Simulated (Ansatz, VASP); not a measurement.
In: VASP beside Ansatz

The input INCAR:

```
SYSTEM = In
ALGO = Normal
EDIFF = 1E-7
ENCUT = 520
GGA = CA
ISIF = 2
ISMEAR = -1
LASPH = .TRUE.
LCHARG = .FALSE.
LREAL = .FALSE.
LWAVE = .FALSE.
NBANDS = 12
NELM = 100
PREC = Accurate
SIGMA = 0.05
```

KPOINTS

```
k-points
0
G
  10 10 10
  0 0 0
```

File POSCAR:

```
In
1.0
   -1.9072981498      1.9072981498      1.9072981498
    1.9072981498     -1.9072981498      1.9072981498
    1.9072981498      1.9072981498     -1.9072981498
In
1
Direct
    0.0000000000      0.0000000000      0.0000000000
```

File input.yaml:

```yaml
crystal:
  lattice:
    - [-1.9072981498, 1.9072981498, 1.9072981498]
    - [1.9072981498, -1.9072981498, 1.9072981498]
    - [1.9072981498, 1.9072981498, -1.9072981498]
  atoms:
    - { symbol: In, position: [0.0, 0.0, 0.0] }
kpoints:
  mp_grid: { grid: [10, 10, 10] }
scf:
  occupations: { method: fermi_dirac, width: 0.05 }
hamiltonian:
  xc: lda
  pseudopotentials: { kind: all_electron, lapw: { basis_error: 0.001 } }
output:
  forces: true
  stress: true
  eigenvalues: true
```

Change from the starting cell: volume scaled by 1.04.

Alike in both runs: task single point; functional LDA; k mesh 10 × 10 × 10; occupations fermi-dirac, width 0.05 eV; no spin polarisation.

|  | VASP | Ansatz |
| --- | --- | --- |
| version | VASP 6.6.1 | Ansatz 0.2.0 |
| potentials or method | VASP PAW LDA potentials, release 64 (In_d), cutoff 520 eV | all-electron LAPW, scalar-relativistic |

```tsv
	VASP	Ansatz	Ansatz less VASP
gap on the k mesh at the Fermi level (eV)	none	none	-
pressure (GPa)	-4.0	-4.0	+0.02
```

LDA's correlation is that of Perdew and Zunger in VASP and of Perdew and Wang (1992) in Ansatz. A gap of «none» marks a metal or a gap that the smearing closes. Ansatz ran all-electron here, and VASP with PAW potentials.
